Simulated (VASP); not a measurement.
Write the native input for VASP 6.6.1 that does the following.

| Item | Value |
| --- | --- |
| Task | single point |
| Functional | PBE |
| Potentials or basis | VASP PAW PBE potentials, release 64 (Cr_pv) |
| Cutoff | 520 eV |
| k mesh | 22 × 22 × 22 |
| Occupations | gaussian, width 0.05 eV |
| Spin | collinear spin |
| Starting moments | [0.05] μB |
| Dipole correction | no |
| Further INCAR settings | ALGO = Normal; EDIFF = 1e-07; NBANDS = 16 |

The structure of Cr lies in POSCAR:

```
Cr
1.0
   -1.4241107226      1.4241107226      1.4241107226
    1.4241107226     -1.4241107226      1.4241107226
    1.4241107226      1.4241107226     -1.4241107226
Cr
1
Direct
    0.0000000000      0.0000000000      0.0000000000
```

The input as run:

INCAR

```
  PREC = Accurate
  ENCUT = 520
  EDIFF = 1E-7
  ISMEAR = 0
  SIGMA = 0.05
  LREAL = False
  LASPH = True
  NELM = 150
  ALGO = Normal
  ISIF = 2
  LWAVE = False
  LCHARG = False
  ISPIN = 2
  MAGMOM = 0.05
  LORBIT = 11
  LMAXMIX = 4
  GGA = PE
  NBANDS = 16
```

KPOINTS

```
Automatic mesh
0
Gamma
  22 22 22
```

Potentials or basis: VASP PAW PBE potentials, release 64 (Cr_pv).

The run is started by

```console
$ cat potpaw_PBE.64/Cr_pv/POTCAR > POTCAR
$ mpirun -np 1 vasp_std > vasp.out
```

Results of the run:

* Pressure: -0.5 GPa
* Band gap on the k mesh: zero (filled and empty bands overlap)
* Net moment: 0.00 μB per cell
* Valence electrons inside the program's atomic spheres: Cr 11.06

It took 44 s on 1 thread of Intel(R) Xeon(R) 6975P-C (Granite Rapids) (shared host), peak memory 0.19 GiB.
